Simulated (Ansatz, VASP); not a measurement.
Two plane-wave programs on CrCd2

```
CELL_PARAMETERS angstrom
4.77736 0.00000 0.00000
-2.38868 4.13731 0.00000
0.00000 0.00000 3.03378
ATOMIC_POSITIONS crystal
Cr 0.00000 0.00000 0.00000
Cd 0.33333 0.66667 0.50000
Cd 0.66667 0.33333 0.50000
```

Alike in both runs: functional PBE; k mesh 6 × 6 × 4; occupations gaussian, width 0.1 eV; collinear spin.

Ansatz relaxed the structure, and its values are those at the end. VASP's run is a single point on that final structure, the one shown.

|  | VASP | Ansatz |
| --- | --- | --- |
| version | VASP 6.6.1 | Ansatz 0.2.0 |
| potentials or method | VASP PAW PBE potentials, release 64 (Cr_pv, Cd), cutoff 520 eV | scalar-relativistic, plane waves, PAW |
| valence electrons in the cell | 36 | 54 |

|  | VASP | Ansatz | Ansatz less VASP |
| --- | --- | --- | --- |
| gap on the k mesh at the Fermi level (eV) | none | none | - |
| pressure (GPa) | 0.2 | -0.2 | -0.42 |
| net moment per atom (μB) | 1.31 | 1.31 | -0.003 |
| size of the moment on the site where the two differ most (μB) | 3.69 | 3.78 | +0.096 |

Site moments also hang on the region over which each program counts them. A gap of «none» marks a metal or a gap that the smearing closes. VASP's potentials hold 36 valence electrons a cell and Ansatz's 54, so a difference there can come from the potentials and not from the codes.

The k mesh is coarse, so the values compare programs but aren't converged.
